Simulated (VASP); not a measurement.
# Au (Fm-3m) in VASP: further runs

Au is run at these levels: LDA; tasks: single point, relaxation of cell and atoms.

Program: VASP 6.6.1. These are calculated values, not measurements. Logs are shortened: lines on timing, memory, paths and dates and some standing lists are left out, and cuts for length are marked.

## (1) The cell of the first run

It takes space group Fm-3m (No. 225, cubic). The conventional cell has a = 4.048 Å, b = 4.048 Å, c = 4.048 Å, α = 90.00°, β = 90.00°, γ = 90.00°. Within 3.8 Å of Au (site symmetry m-3m) lie 12 Au at 2.86 Å.

## (2) Single point, LDA

INCAR

```
SYSTEM = Au
PREC = Accurate
ENCUT = 520
EDIFF = 1E-6
ISMEAR = 0
SIGMA = 0.1
LREAL = .False.
LASPH = .True.
NELM = 100
ALGO = Fast
ISIF = 2
LWAVE = .False.
LCHARG = .True.
LELF = .True.
LVHAR = .True.
NBANDS = 12
```

KPOINTS

```
Automatic mesh
0
Gamma
  14 14 14
  0 0 0
```

POSCAR

```
Au
1.0
    0.0000000000      2.0238288612      2.0238288612
    2.0238288612      0.0000000000      2.0238288612
    2.0238288612      2.0238288612      0.0000000000
Au
1
Direct
    0.0000000000      0.0000000000      0.0000000000
```

Potentials or basis: VASP PAW LDA potentials, release 64 (Au).

Run with:

```
> cat potpaw_LDA.64/Au/POTCAR > POTCAR
> mpirun -np 1 vasp_std > vasp.out
```

OUTCAR:

```text
SYSTEM = Au
   PREC = Accurate
   ENCUT = 520
   EDIFF = 1E-6
   ISMEAR = 0
   LREAL = .False.
   LASPH = .True.
   NELM = 100
   ISIF = 2

 ion  position               nearest neighbor table
   1  0.000  0.000  0.000-

  LATTYP: Found a face centered cubic cell.
 ALAT       =     4.0476577224

  Lattice vectors:

 A1 = (   0.0000000000,   2.0238288612,   2.0238288612)
 A2 = (   2.0238288612,   0.0000000000,   2.0238288612)
 A3 = (   2.0238288612,   2.0238288612,   0.0000000000)

Analysis of symmetry for initial positions (statically):
=====================================================================
 Subroutine PRICEL returns:
 Original cell was already a primitive cell.

 Routine SETGRP: Setting up the symmetry group for a
 face centered cubic supercell.

 Subroutine GETGRP returns: Found 48 space group operations
 (whereof 48 operations were pure point group operations)
 out of a pool of 48 trial point group operations.

The static configuration has the point symmetry O_h .

Analysis of symmetry for dynamics (positions and initial velocities):
=====================================================================
 Subroutine PRICEL returns:
 Original cell was already a primitive cell.

 Routine SETGRP: Setting up the symmetry group for a
 face centered cubic supercell.

 Subroutine GETGRP returns: Found 48 space group operations
 (whereof 48 operations were pure point group operations)
 out of a pool of 48 trial point group operations.

The dynamic configuration has the point symmetry O_h .

 Subroutine INISYM returns: Found 48 space group operations
 (whereof 48 operations are pure point group operations),
 and found     1 'primitive' translations

----------------------------------------------------------------------------------------

                                     Primitive cell

  volume of cell :      16.5787

  direct lattice vectors                    reciprocal lattice vectors
     0.000000000  2.023828861  2.023828861    -0.247056463  0.247056463  0.247056463
     2.023828861  0.000000000  2.023828861     0.247056463 -0.247056463  0.247056463
     2.023828861  2.023828861  0.000000000     0.247056463  0.247056463 -0.247056463

  length of vectors
     2.862126223  2.862126223  2.862126223     0.427914346  0.427914346  0.427914346

  position of ions in fractional coordinates (direct lattice)
     0.000000000  0.000000000  0.000000000

  ion indices of the primitive-cell ions
   primitive index   ion index
                 1           1

----------------------------------------------------------------------------------------

 KPOINTS: Automatic mesh

Automatic generation of k-mesh.
 Grid dimensions read from file:
 generate k-points for:   14   14   14

 Generating k-lattice:

  Cartesian coordinates                     Fractional coordinates (reciprocal lattice)
    -0.017646890  0.017646890  0.017646890     0.071428571  0.000000000  0.000000000
     0.017646890 -0.017646890  0.017646890     0.000000000  0.071428571  0.000000000
     0.017646890  0.017646890 -0.017646890     0.000000000  0.000000000  0.071428571

  Length of vectors
     0.030565310  0.030565310  0.030565310

  Shift w.r.t. Gamma in fractional coordinates (k-lattice)
     0.000000000  0.000000000  0.000000000

 Subroutine IBZKPT returns following result:
 ===========================================

 Found    104 irreducible k-points:

 Following reciprocal coordinates:
            Coordinates               Weight
  0.000000  0.000000  0.000000      1.000000
  0.071429  0.000000  0.000000      8.000000
  0.142857  0.000000  0.000000      8.000000
  0.214286  0.000000  0.000000      8.000000
  0.285714  0.000000  0.000000      8.000000
  0.357143  0.000000  0.000000      8.000000
[... 16 lines left out ...]
  0.214286  0.142857  0.000000     24.000000
  0.285714  0.142857  0.000000     24.000000
 [... further k-points ...]
   k-points           NKPTS =    104   k-points in BZ     NKDIM =    104   number of bands    NBANDS=     12
   number of dos      NEDOS =    301   number of ions     NIONS =      1
   total plane-waves  NPLWV =  13824
   dimension x,y,z NGX =    24 NGY =   24 NGZ =   24
   dimension x,y,z NGXF=    48 NGYF=   48 NGZF=   48
   ions per type =               1
   NGX,Y,Z   is equivalent  to a cutoff of  13.94, 13.94, 13.94 a.u.
   NGXF,Y,Z  is equivalent  to a cutoff of  27.88, 27.88, 27.88 a.u.
 SYSTEM =  Au
   PREC   = accura    normal or accurate (medium, high low for compatibility)
   ISTART =      0    job   : 0-new  1-cont  2-samecut
   ICHARG =      2    charge: 1-file 2-atom 10-const
   ISPIN  =      1    spin polarized calculation?
   LNONCOLLINEAR =      F non collinear calculations
   LSORBIT =      F    spin-orbit coupling
   LASPH  =      T    aspherical Exc in radial PAW
   ENCUT  =  520.0 eV  38.22 Ry    6.18 a.u.   5.32  5.32  5.32*2*pi/ulx,y,z
   NELM   =    100;   NELMIN=  2; NELMDL= -5     # of ELM steps
   EDIFF  = 0.1E-05   stopping-criterion for ELM
   LREAL  =      F    real-space projection
   EDIFFG = 0.1E-04   stopping-criterion for IOM
   NSW    =      0    number of steps for IOM
   IBRION =     -1    ionic relax: 0-MD 1-quasi-New 2-CG
   NFREE  =      0    steps in history (QN), initial steepest desc. (CG)
   ISIF   =      2    stress and relaxation
   ISYM   =      2    0-nonsym 1-usesym 2-fastsym
   POTIM  = 0.5000    time-step for ionic-motion
   TEBEG  =    0.0;   TEEND  =   0.0 temperature during run
   PSTRESS=    0.0 pullay stress
   NELECT =      11.0000    total number of electrons
   NUPDOWN=      -1.0000    fix difference up-down
   EMIN   =  10.00;   EMAX   =-10.00  energy-range for DOS
   EFERMI =   0.00;   METHOD = LEGACY
   ISMEAR =     0;   SIGMA  =   0.10  broadening in eV -4-tet -1-fermi 0-gaus
   EFERMI_NEDOS =   21; number of points for ismear=-14 and -15
   IALGO  =     68    algorithm
   IMIX   =      4    mixing-type and parameters
     AMIX     =   0.40;   BMIX     =  1.00
     AMIX_MAG =   1.60;   BMIX_MAG =  1.00
  volume/ion in A,a.u.               =      16.58       111.88
  Fermi-wavevector in a.u.,A,eV,Ry     =   1.427870  2.698283 27.739724  2.038812
  Thomas-Fermi vector in A             =   2.547993
   LORBIT       =      0    0 simple, 1 ext, 2 COOP (PROOUT), +10 PAW based schemes
   GGA     = CA    functional components
   LHFCALC =     F    Hartree Fock is set to
   AEXX    =    0.0000 exact exchange contribution
   IVDW    =     0    specifies the selected vdW correction
   LEPSILON=     F    determine dielectric tensor
   LRPA    =     F    only Hartree local field effects (RPA)
 non-spin polarized calculation
 RMM-DIIS sequential band-by-band and
 Gauss-broadening in eV      SIGMA  =   0.10
  energy-cutoff  :      520.00
  volume of cell :       16.58
 maximum number of plane-waves:       459
 NGX is ok and might be reduce to    24
   NGX = 11   NGY = 11   NGZ = 11

 number of electron      10.9999999 magnetization

 Free energy of the ion-electron system (eV)
  ---------------------------------------------------
  ext. energy  EPLUGINS =         0.00000000
  ---------------------------------------------------
  free energy    TOTEN  =        -4.44343205 eV

  energy without entropy =       -4.44217194  energy(sigma->0) =       -4.44280199

 E-fermi :   9.7193     XC(G=0): -13.1434

 val. band max:        9.6488472106   @ k =   0.5000   0.2857   0.1429
 cond. band min:       9.7927918540   @ k =   0.5000   0.3571   0.1429
 fundamental gap:      0.1439446434
 Fermi energy:         9.7192655198

 k-point     1 :       0.0000    0.0000    0.0000
  band No.  band energies     occupation
      1      -0.4515      2.00000
      2       4.8949      2.00000
      3       4.8949      2.00000
      4       4.8949      2.00000
      5       6.5104      2.00000
      6       6.5104      2.00000
      7      24.2016      0.00000
      8      28.3168      0.00000
      9      28.3168      0.00000
     10      28.3168      0.00000
     11      33.4357      0.00000
     12      38.3258      0.00000

 k-point     2 :       0.0714    0.0000    0.0000
  band No.  band energies     occupation
      1      -0.2691      2.00000
      2       4.8336      2.00000
      3       4.9587      2.00000
      4       4.9587      2.00000
      5       6.4812      2.00000
      6       6.4812      2.00000
      7      24.4257      0.00000
      8      27.2398      0.00000
      9      28.5451      0.00000
     10      28.5451      0.00000
     11      34.2808      0.00000
     12      36.4771      0.00000

 k-point     3 :       0.1429    0.0000    0.0000
  band No.  band energies     occupation
      1       0.2517      2.00000
      2       4.6979      2.00000
      3       5.1066      2.00000
      4       5.1066      2.00000
      5       6.4428      2.00000
      6       6.4428      2.00000
      7      24.6667      0.00000
      8      25.4118      0.00000
      9      29.1671      0.00000
     10      29.1671      0.00000
     11      32.9778      0.00000
     12      35.3174      0.00000
[... 286 lines left out ...]
 k-point    23 :       0.2143    0.1429    0.0000
  band No.  band energies     occupation
      1       1.0787      2.00000
      2       4.2167      2.00000
      3       5.4389      2.00000
      4       5.5425      2.00000
      5       5.9945      2.00000
      6       6.8517      2.00000
      7      24.6302      0.00000
      8      25.9770      0.00000
      9      26.8982      0.00000
     10      28.0498      0.00000
     11      31.3733      0.00000
     12      34.4923      0.00000

 k-point    24 :       0.2857    0.1429    0.0000
  band No.  band energies     occupation
      1       1.8258      2.00000
      2       4.1309      2.00000
      3       5.1976      2.00000
      4       5.6230      2.00000
      5       6.5342      2.00000
      6       7.1061      2.00000
      7      21.9269      0.00000
      8      25.9437      0.00000
      9      26.3295      0.00000
     10      28.2677      0.00000
     11      31.1541      0.00000
     12      34.2846      0.00000

 [... further k-points ...]
[... 5 lines left out ...]
  --------------------------------------------------------------------------------------
  -------------------------------------------------------------------------------------
  Total        0.0569140      0.0569140      0.0569140      0.0000000      0.0000000     -0.0000000
  in kB        5.5001942      5.5001942      5.5001942      0.0000000      0.0000000     -0.0000000
  external PRESSURE =       5.5001942 kB  Pullay stress =       0.0000000 kB

 VOLUME and BASIS-vectors are now :
 -----------------------------------------------------------------------------
  energy-cutoff  :      520.00
  volume of cell :       16.58
      direct lattice vectors                 reciprocal lattice vectors
     0.000000000  2.023828861  2.023828861    -0.247056463  0.247056463  0.247056463
     2.023828861  0.000000000  2.023828861     0.247056463 -0.247056463  0.247056463
     2.023828861  2.023828861  0.000000000     0.247056463  0.247056463 -0.247056463

 POSITION                                       TOTAL-FORCE (eV/Angst)
 -----------------------------------------------------------------------------------
      0.00000      0.00000      0.00000        -0.000000      0.000000      0.000000
 -----------------------------------------------------------------------------------
    total drift:                               -0.000000      0.000000     -0.000000

  FREE ENERGIE OF THE ION-ELECTRON SYSTEM (eV)
  ---------------------------------------------------
  free  energy   TOTEN  =        -4.4434320515 eV

  energy  without entropy=       -4.4421719373  energy(sigma->0) =       -4.44280199
```

Run time: 8.6 s. Hardware: 1 thread of Intel Xeon 6975P-C (Granite Rapids), shared host; peak memory 0.14 GiB.

What came out:

```yaml
Free_energy: -4.4434 eV
Pressure: 0.6 GPa
```

Caveat: spin-orbit coupling is left out, which moves the levels of the heavy elements.

## (3) Single point, LDA

INCAR

```
PREC = Accurate
ENCUT = 520
EDIFF = 1E-7
ISMEAR = -1
SIGMA = 0.15
LREAL = False
LASPH = True
NELM = 100
ALGO = Normal
ISIF = 2
LWAVE = False
LCHARG = True
LELF = True
LVHAR = True
NBANDS = 12
```

KPOINTS

```
regular mesh
0
Gamma
  14 14 14
```

POSCAR

```
Au
1.0
    0.0000000000      2.0240669766      2.0240669766
    2.0240669766      0.0000000000      2.0240669766
    2.0240669766      2.0240669766      0.0000000000
Au
1
Direct
    0.0000000000      0.0000000000      0.0000000000
```

Potentials or basis: VASP PAW LDA potentials, release 64 (Au).

Run with:

```
> cat potpaw_LDA.64/Au/POTCAR > POTCAR
> mpirun -np 1 vasp_std > vasp.out
```

Wall time 7.3 s (1 thread of Intel Xeon 6975P-C (Granite Rapids), shared host); peak memory 0.14 GiB.

Results (log left out):

```
Free energy : -4.4541 eV
Pressure    : 0.5 GPa
```

Levels at points of the mesh, in eV from the Fermi level:
| k point | band 3 | band 4 | band 5 | band 6 | band 7 | band 8 | band 9 | band 10 |
| --- | --- | --- | --- | --- | --- | --- | --- | --- |
| (0.00, 0.00, 0.00) | -4.86 | -4.86 | -3.25 | -3.25 | 14.45 | 18.56 | 18.56 | 18.56 |
| (0.50, 0.00, 0.00) | -4.90 | -1.98 | -1.98 | -1.13 | 3.20 | 13.91 | 17.22 | 17.22 |
| (0.50, 0.50, 0.00) | -2.02 | -1.64 | -1.64 | 0.89 | 5.97 | 10.00 | 10.00 | 17.55 |

Caveat: spin-orbit coupling is left out, which moves the levels of the heavy elements.

## (4) Relaxation of cell and atoms, LDA

INCAR

```
PREC = Accurate
ENCUT = 600
EDIFF = 1E-6
ISMEAR = -1
SIGMA = 0.15
LREAL = False
LASPH = True
NELM = 80
ALGO = Normal
ISIF = 3
LWAVE = False
LCHARG = False
GGA = CA
IBRION = 2
NSW = 80
EDIFFG = -0.001
```

KPOINTS

```
Automatic mesh
0
Gamma
  14 14 14
```

POSCAR

```
Au
1.0
    0.0000000000      2.0238288612      2.0238288612
    2.0238288612      0.0000000000      2.0238288612
    2.0238288612      2.0238288612      0.0000000000
Au
1
Direct
    0.0000000000      0.0000000000      0.0000000000
```

Run with:

```
> cat potpaw_LDA.64/Au/POTCAR > POTCAR
> mpirun -np 1 vasp_std > vasp.out
```

Run time: 32 s. Hardware: 1 thread of Intel Xeon 6975P-C (Granite Rapids), shared host; peak memory 0.15 GiB.

The run converged. Its results:

```
Free energy                            : -4.4541 eV
Relaxed volume                         : 16.63 Å³/atom
Relaxed cell                           : a = 2.865 Å, b = 2.865 Å, c = 2.865 Å, α = 60.00°, β = 60.00°, γ = 60.00°
Space group after relaxing (to 0.05 Å) : Fm-3m (No. 225)
Energy gained by relaxing              : 0.1 meV/atom
Ionic steps                            : 11
Pressure after relaxing                : 0.0 GPa
```

The path:
```
step  energy change (eV)  largest force (eV/Å)  pressure (GPa)  volume (Å³)
   1              0.0000                0.0000            0.65        16.58
   2              0.0003                0.0000           -1.21        16.74
   3             -0.0001                0.0000           -0.01        16.63
   4             -0.0001                0.0000           -0.02        16.63
   5             -0.0001                0.0000            0.31        16.61
   6             -0.0001                0.0000            0.05        16.63
   7             -0.0001                0.0000            0.05        16.63
   8             -0.0001                0.0000           -0.01        16.64
   9             -0.0001                0.0000           -0.02        16.63
  10             -0.0001                0.0000           -0.03        16.63
  11             -0.0001                0.0000            0.00        16.63
```

Final structure:
```xyz
1
Lattice="0.0000 2.0260 2.0260 2.0260 0.0000 2.0260 2.0260 2.0260 0.0000" Properties=species:S:1:pos:R:3 pbc="T T T"
Au    0.0000    2.0260    2.0260
```

Levels at points of the mesh, in eV from the Fermi level:
| k point | band 4 | band 5 | band 6 | band 7 | band 8 | band 9 |
| --- | --- | --- | --- | --- | --- | --- |
| (0.00, 0.00, 0.00) | -4.84 | -3.24 | -3.24 | 14.45 | 18.55 | 18.55 |
| (0.50, 0.00, 0.00) | -1.98 | -1.98 | -1.11 | 3.19 | 13.92 | 17.20 |
| (0.50, 0.50, 0.00) | -1.64 | -1.64 | 0.90 | 5.95 | 9.99 | 9.99 |

Caveat: spin-orbit coupling is left out, which moves the levels of the heavy elements.

## (5) Summary

```csv
task,cell,cutoff (eV),smearing,gap on the mesh (eV),pressure (GPa)
single point,"a = 2.862 Å, angles 60.0°, 1 atom",520,gaussian 0.1 eV,none,0.6
single point,"a = 2.862 Å, angles 60.0°, 1 atom",520,fermi-dirac 0.15 eV,none,0.5
relaxation of cell and atoms,"relaxed from a = 2.862 Å, angles 60.0°, 1 atom",600,fermi-dirac 0.15 eV,none,0.0
```

Alike in all rows: level LDA; potentials or basis VASP PAW LDA potentials, release 64 (Au); no spin polarisation; k mesh 14 × 14 × 14.

Caveats: spin-orbit coupling is left out, which moves the levels of the heavy elements.

Total energies depend on the potentials used, so only differences within one code and one set of settings carry meaning.
